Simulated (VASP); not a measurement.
Here is a VASP 6.6.1 calculation.

INCAR

```
PREC     = Accurate       # precision mode
ENCUT    = 520            # plane-wave cutoff, eV
EDIFF    = 1E-6           # SCF threshold, eV
ISMEAR   = 0              # smearing method
SIGMA    = 0.15           # smearing width, eV
LREAL    = F              # projectors in reciprocal space
LASPH    = T              # aspherical terms in the spheres
NELM     = 100            # most SCF steps
ALGO     = Fast           # electronic algorithm
ISIF     = 2              # what is computed and relaxed
LWAVE    = F              # write WAVECAR
LCHARG   = F              # write CHGCAR
GGA      = PE             # functional
NBANDS   = 11             # bands
```

The input KPOINTS:

```
Automatic mesh
0
Gamma
  24 24 24
```

POSCAR

```
Pt
1.0
    0.0000000000      2.2602304467      1.4691497903
    2.2602304467      0.0000000000      1.4691497903
    2.2602304467      2.2602304467      0.0000000000
Pt
1
Direct
    0.0000000000      0.0000000000      0.0000000000
```

Potentials or basis: VASP PAW PBE potentials, release 64 (Pt).

Command:

```bash
$ cat potpaw_PBE.64/Pt/POTCAR > POTCAR
$ mpirun -np 1 vasp_std > vasp.out
```

Task: What does it give for the band gap on the k mesh?

Result: Zero (bands 5 and 6 overlap by 2.34 eV).

Task: Predict the pressure.

Result: 13.8 GPa.

Stress tensor (GPa, compression positive):
```
16.76  0.00  0.00
 0.00 16.76  0.00
 0.00  0.00  7.88
```

Caveat: the cell stands under pressure; spin-orbit coupling is left out, which moves the levels of the heavy elements.
